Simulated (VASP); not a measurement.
# MgO in VASP: notebook

MgO is run at these levels: PBEsol; tasks: single point.

Everything below comes from runs of VASP 6.6.1. Logs are shortened: lines on timing, memory, paths and dates and some standing lists are left out, and cuts for length are marked.

## Step 1: The cell of the first run

Symmetry: Fm-3m, No. 225, cubic system. Conventional cell: a = 4.214 Å, b = 4.214 Å, c = 4.214 Å, α = 90.00°, β = 90.00°, γ = 90.00°. Within 2.8 Å of Mg (site symmetry m-3m) lie 6 O at 2.11 Å. Within 2.8 Å of O (site symmetry m-3m) lie 6 Mg at 2.11 Å.

## Step 2: Single point, PBEsol

INCAR

```
  ALGO = Normal
  EDIFF = 1E-7
  ENCUT = 520
  GGA = PS
  ISIF = 2
  ISMEAR = 0
  LASPH = T
  LCHARG = F
  LREAL = Auto
  LWAVE = F
  NBANDS = 86
  NELM = 80
  PREC = Accurate
  SIGMA = 0.02
```

KPOINTS

```
Automatic mesh
0
Gamma
  2 2 2
  0.5 0.5 0.5
```

POSCAR

```
MgO
1.0
    4.2140464123      4.2140464123      4.2140464123
   -4.2140464123     -4.2140464123      4.2140464123
    4.2140464123     -4.2140464123     -4.2140464123
Mg O
16 16
Direct
    0.7500000000      0.2500000000      0.0000000000
    0.0000000000      0.0000000000      0.0000000000
    0.7500000000      0.5000000000      0.7500000000
    0.0000000000      0.2500000000      0.7500000000
    0.2500000000      0.0000000000      0.7500000000
    0.2500000000      0.7500000000      0.0000000000
    0.5000000000      0.5000000000      0.0000000000
    0.7500000000      0.0000000000      0.2500000000
    0.7500000000      0.7500000000      0.5000000000
    0.0000000000      0.5000000000      0.5000000000
    0.2500000000      0.2500000000      0.5000000000
    0.5000000000      0.0000000000      0.5000000000
    0.5000000000      0.7500000000      0.7500000000
    0.0000000000      0.7500000000      0.2500000000
    0.2500000000      0.5000000000      0.2500000000
    0.5000000000      0.2500000000      0.2500000000
    0.5000000000      0.2500000000      0.7500000000
    0.7500000000      0.0000000000      0.7500000000
    0.5000000000      0.5000000000      0.5000000000
    0.7500000000      0.2500000000      0.5000000000
    0.0000000000      0.0000000000      0.5000000000
    0.0000000000      0.7500000000      0.7500000000
    0.2500000000      0.5000000000      0.7500000000
    0.5000000000      0.0000000000      0.0000000000
    0.5000000000      0.7500000000      0.2500000000
    0.7500000000      0.5000000000      0.2500000000
    0.0000000000      0.2500000000      0.2500000000
    0.2500000000      0.0000000000      0.2500000000
    0.2500000000      0.7500000000      0.5000000000
    0.7500000000      0.7500000000      0.0000000000
    0.0000000000      0.5000000000      0.0000000000
    0.2500000000      0.2500000000      0.0000000000
```

Potentials or basis: VASP PAW PBE potentials, release 64 (Mg, O).

Command:

```
$ cat potpaw_PBE.64/Mg/POTCAR potpaw_PBE.64/O/POTCAR > POTCAR
$ mpirun -np 1 vasp_std > vasp.out
```

OUTCAR:

```text
EDIFF = 1E-7
   ENCUT = 520
   GGA = PS
   ISIF = 2
   ISMEAR = 0
   LASPH = T
   LREAL = Auto
   NELM = 80
   PREC = Accurate

 ion  position               nearest neighbor table
   1  0.750  0.250  0.000-  17 2.11  18 2.11  24 2.11  26 2.11  27 2.11  31 2.11  14 2.98  15 2.98
                            16 2.98   2 2.98   3 2.98   4 2.98   7 2.98   8 2.98  10 2.98  12 2.98
   2  0.000  0.000  0.000-  18 2.11  22 2.11  27 2.11  28 2.11  30 2.11  32 2.11  14 2.98  15 2.98
                            16 2.98   1 2.98   4 2.98   5 2.98   6 2.98   8 2.98  11 2.98   9 2.98
   3  0.750  0.500  0.750-  17 2.11  19 2.11  20 2.11  22 2.11  30 2.11  31 2.11  10 2.98  13 2.98
                            14 2.98   1 2.98   2 2.98   4 2.98   6 2.98   7 2.98   9 2.98  16 2.98
   4  0.000  0.250  0.750-  18 2.11  20 2.11  21 2.11  23 2.11  31 2.11  32 2.11  10 2.98  11 2.98
                            15 2.98   1 2.98   2 2.98   3 2.98   5 2.98   6 2.98   7 2.98   8 2.98
   5  0.250  0.000  0.750-  17 2.11  21 2.11  22 2.11  24 2.11  29 2.11  32 2.11  12 2.98  13 2.98
                            16 2.98   1 2.98   2 2.98   4 2.98   6 2.98   7 2.98  11 2.98  14 2.98
   6  0.250  0.750  0.000-  22 2.11  23 2.11  24 2.11  25 2.11  28 2.11  31 2.11  14 2.98  15 2.98
                            16 2.98   2 2.98   5 2.98   7 2.98   8 2.98  12 2.98  13 2.98  10 2.98
   7  0.500  0.500  0.000-  17 2.11  23 2.11  25 2.11  26 2.11  30 2.11  32 2.11  14 2.98  15 2.98
                            16 2.98   1 2.98   3 2.98   6 2.98   8 2.98   9 2.98  13 2.98  11 2.98
   8  0.750  0.000  0.250-  20 2.11  21 2.11  24 2.11  25 2.11  27 2.11  30 2.11  12 2.98  14 2.98
                            16 2.98   1 2.98   2 2.98   4 2.98   9 2.98  10 2.98  11 2.98  13 2.98
   9  0.750  0.750  0.500-  18 2.11  19 2.11  21 2.11  22 2.11  25 2.11  26 2.11  12 2.98  13 2.98
[... 17 lines left out ...]
  19  0.500  0.500  0.500-   3 2.11   9 2.11  11 2.11  13 2.11  15 2.11  16 2.11
  20  0.750  0.250  0.500-   3 2.11   4 2.11   8 2.11  10 2.11  12 2.11  16 2.11
  21  0.000  0.000  0.500-   4 2.11   5 2.11   8 2.11   9 2.11  11 2.11  14 2.11
  22  0.000  0.750  0.750-   2 2.11   3 2.11   5 2.11   6 2.11   9 2.11  10 2.11
[... 8 lines left out ...]
  31  0.000  0.500  0.000-   1 2.11   3 2.11   4 2.11   6 2.11  14 2.11  15 2.11
  32  0.250  0.250  0.000-   2 2.11   4 2.11   5 2.11   7 2.11  15 2.11  16 2.11

  LATTYP: Found a body centered cubic cell.
 ALAT       =     8.4280928246

  Lattice vectors:

 A1 = (   4.2140464123,   4.2140464123,   4.2140464123)
 A2 = (  -4.2140464123,  -4.2140464123,   4.2140464123)
 A3 = (   4.2140464123,  -4.2140464123,  -4.2140464123)

Analysis of symmetry for initial positions (statically):
=====================================================================
 Subroutine PRICEL returns following result:

  LATTYP: Found a face centered cubic cell.
 ALAT       =     4.2140464123

  Lattice vectors:

 A1 = (  -2.1070232062,  -2.1070232062,   0.0000000000)
 A2 = (  -2.1070232062,   0.0000000000,  -2.1070232061)
 A3 = (   0.0000000000,  -2.1070232062,  -2.1070232062)

  16 primitive cells build up your supercell.

 Routine SETGRP: Setting up the symmetry group for a
 body centered cubic supercell.

 Subroutine GETGRP returns: Found 48 space group operations
 (whereof 48 operations were pure point group operations)
 out of a pool of 48 trial point group operations.

The static configuration has the point symmetry O_h .

Analysis of symmetry for dynamics (positions and initial velocities):
=====================================================================
 Subroutine PRICEL returns following result:

  LATTYP: Found a face centered cubic cell.
 ALAT       =     4.2140464123

  Lattice vectors:

 A1 = (  -2.1070232062,  -2.1070232062,   0.0000000000)
 A2 = (  -2.1070232062,   0.0000000000,  -2.1070232061)
 A3 = (   0.0000000000,  -2.1070232062,  -2.1070232062)

  16 primitive cells build up your supercell.

 Routine SETGRP: Setting up the symmetry group for a
 body centered cubic supercell.

 Subroutine GETGRP returns: Found 48 space group operations
 (whereof 48 operations were pure point group operations)
 out of a pool of 48 trial point group operations.

The dynamic configuration has the point symmetry O_h .

 Subroutine INISYM returns: Found 48 space group operations
 (whereof 48 operations are pure point group operations),
 and found    16 'primitive' translations

----------------------------------------------------------------------------------------

                                     Primitive cell

  volume of cell :      18.7085
[... 29 lines left out ...]
     0.059325403  0.000000000  0.059325403     0.500000000  0.000000000  0.000000000
     0.000000000 -0.059325403  0.059325403     0.000000000  0.500000000  0.000000000
     0.059325403 -0.059325403  0.000000000     0.000000000  0.000000000  0.500000000

  Length of vectors
     0.083898789  0.083898789  0.083898789

  Shift w.r.t. Gamma in fractional coordinates (k-lattice)
     0.500000000  0.500000000  0.500000000

 Subroutine IBZKPT returns following result:
 ===========================================

 Found      2 irreducible k-points:

 Following reciprocal coordinates:
            Coordinates               Weight
  0.250000  0.250000  0.250000      2.000000
 -0.250000  0.250000  0.250000      6.000000
   k-points           NKPTS =      2   k-points in BZ     NKDIM =      2   number of bands    NBANDS=     86
   number of dos      NEDOS =    301   number of ions     NIONS =     32
   total plane-waves  NPLWV = 157464
   dimension x,y,z NGX =    54 NGY =   54 NGZ =   54
   dimension x,y,z NGXF=   108 NGYF=  108 NGZF=  108
   ions per type =              16  16
   NGX,Y,Z   is equivalent  to a cutoff of  12.30, 12.30, 12.30 a.u.
   NGXF,Y,Z  is equivalent  to a cutoff of  24.60, 24.60, 24.60 a.u.
 SYSTEM =  unknown system
   PREC   = accura    normal or accurate (medium, high low for compatibility)
   ISTART =      0    job   : 0-new  1-cont  2-samecut
   ICHARG =      2    charge: 1-file 2-atom 10-const
   ISPIN  =      1    spin polarized calculation?
   LNONCOLLINEAR =      F non collinear calculations
   LSORBIT =      F    spin-orbit coupling
   LASPH  =      T    aspherical Exc in radial PAW
   ENCUT  =  520.0 eV  38.22 Ry    6.18 a.u.  13.57 13.57 13.57*2*pi/ulx,y,z
   NELM   =     80;   NELMIN=  2; NELMDL= -5     # of ELM steps
   EDIFF  = 0.1E-06   stopping-criterion for ELM
   LREAL  =      T    real-space projection
   EDIFFG = 0.1E-05   stopping-criterion for IOM
   NSW    =      0    number of steps for IOM
   IBRION =     -1    ionic relax: 0-MD 1-quasi-New 2-CG
   NFREE  =      0    steps in history (QN), initial steepest desc. (CG)
   ISIF   =      2    stress and relaxation
   ISYM   =      2    0-nonsym 1-usesym 2-fastsym
   POTIM  = 0.5000    time-step for ionic-motion
   TEBEG  =    0.0;   TEEND  =   0.0 temperature during run
   PSTRESS=    0.0 pullay stress
   NELECT =     128.0000    total number of electrons
   NUPDOWN=      -1.0000    fix difference up-down
   EMIN   =  10.00;   EMAX   =-10.00  energy-range for DOS
   EFERMI =   0.00;   METHOD = LEGACY
   ISMEAR =     0;   SIGMA  =   0.02  broadening in eV -4-tet -1-fermi 0-gaus
   EFERMI_NEDOS =   21; number of points for ismear=-14 and -15
   IALGO  =     38    algorithm
   IMIX   =      4    mixing-type and parameters
     AMIX     =   0.40;   BMIX     =  1.00
     AMIX_MAG =   1.60;   BMIX_MAG =  1.00
  volume/ion in A,a.u.               =       9.35        63.13
  Fermi-wavevector in a.u.,A,eV,Ry     =   1.233367  2.330725 20.697089  1.521193
  Thomas-Fermi vector in A             =   2.368100
   LORBIT       =      0    0 simple, 1 ext, 2 COOP (PROOUT), +10 PAW based schemes
   GGA     = PS    functional components
   LHFCALC =     F    Hartree Fock is set to
   AEXX    =    0.0000 exact exchange contribution
   IVDW    =     0    specifies the selected vdW correction
   LEPSILON=     F    determine dielectric tensor
   LRPA    =     F    only Hartree local field effects (RPA)
 non-spin polarized calculation
 Gauss-broadening in eV      SIGMA  =   0.02
  energy-cutoff  :      520.00
  volume of cell :      299.34
 maximum number of plane-waves:      8088
 NGX is ok and might be reduce to    54
   NGX = 27   NGY = 27   NGZ = 27

 number of electron     128.0000057 magnetization

 Free energy of the ion-electron system (eV)
  ---------------------------------------------------
  ext. energy  EPLUGINS =         0.00000000
  ---------------------------------------------------
  free energy    TOTEN  =      -200.21297251 eV

  energy without entropy =     -200.21297251  energy(sigma->0) =     -200.21297251

 E-fermi :   2.9177     XC(G=0): -11.3036

 val. band max:        2.8206054372   @ k =  -0.2500   0.2500   0.2500
 cond. band min:       8.8973562588   @ k =  -0.2500   0.2500   0.2500
 fundamental gap:      6.0767508216
 Fermi energy:         2.9177137702

 k-point     1 :       0.2500    0.2500    0.2500
  band No.  band energies     occupation
      1     -13.5443      2.00000
      2     -13.5443      2.00000
      3     -13.5443      2.00000
      4     -13.5443      2.00000
      5     -12.7102      2.00000
      6     -12.7102      2.00000
[... 68 lines left out ...]
     75      12.5996      0.00000
     76      12.5996      0.00000

 k-point     2 :      -0.2500    0.2500    0.2500
  band No.  band energies     occupation
      1     -13.9234      2.00000
      2     -13.2343      2.00000
      3     -13.2343      2.00000
      4     -13.2343      2.00000
      5     -13.2343      2.00000
      6     -12.8694      2.00000
[... 68 lines left out ...]
     75      12.6381      0.00000
     76      12.8748      0.00000
 [bands above 76 left out]

------------------------ aborting loop because EDIFF is reached ----------------------------------------

  FORCE on cell =-STRESS in cart. coord.  units (eV):
  Direction    XX          YY          ZZ          XY          YZ          ZX
  --------------------------------------------------------------------------------------
  -------------------------------------------------------------------------------------
  Total       -0.9432504     -0.9432504     -0.9432504     -0.0000000      0.0000000      0.0000000
  in kB       -5.0487009     -5.0487009     -5.0487009     -0.0000000      0.0000000      0.0000000
  external PRESSURE =      -5.0487009 kB  Pullay stress =       0.0000000 kB

 VOLUME and BASIS-vectors are now :
 -----------------------------------------------------------------------------
  energy-cutoff  :      520.00
  volume of cell :      299.34
      direct lattice vectors                 reciprocal lattice vectors
     4.214046412  4.214046412  4.214046412     0.118650805  0.000000000  0.118650805
    -4.214046412 -4.214046412  4.214046412     0.000000000 -0.118650805  0.118650805
     4.214046412 -4.214046412 -4.214046412     0.118650805 -0.118650805  0.000000000

 POSITION                                       TOTAL-FORCE (eV/Angst)
 -----------------------------------------------------------------------------------
      2.10702      2.10702      4.21405        -0.000000      0.000000     -0.000000
      0.00000      0.00000      0.00000         0.000000      0.000000      0.000000
      4.21405     -2.10702      2.10702         0.000000     -0.000000      0.000000
      2.10702     -4.21405     -2.10702        -0.000000      0.000000     -0.000000
      4.21405     -2.10702     -2.10702        -0.000000      0.000000     -0.000000
     -2.10702     -2.10702      4.21405         0.000000      0.000000     -0.000000
[... 24 lines left out ...]
     -2.10702     -2.10702      2.10702         0.000000     -0.000000      0.000000
      0.00000      0.00000      2.10702        -0.000000      0.000000     -0.000000
 -----------------------------------------------------------------------------------
    total drift:                               -0.000000      0.000000      0.000000

  FREE ENERGIE OF THE ION-ELECTRON SYSTEM (eV)
  ---------------------------------------------------
  free  energy   TOTEN  =      -200.2129725097 eV

  energy  without entropy=     -200.2129725097  energy(sigma->0) =     -200.21297251
```

Wall time 79 s (1 thread of Intel Xeon 6975P-C (Granite Rapids), shared host); peak memory 0.38 GiB.

Results:

```
Free energy            : -200.2130 eV
Pressure               : -0.5 GPa
Band gap on the k mesh : 6.08 eV
```

Caveat: the PAW data sets were made with another functional, which shifts forces and pressure a little.

(Continued in part 2 of 2.)
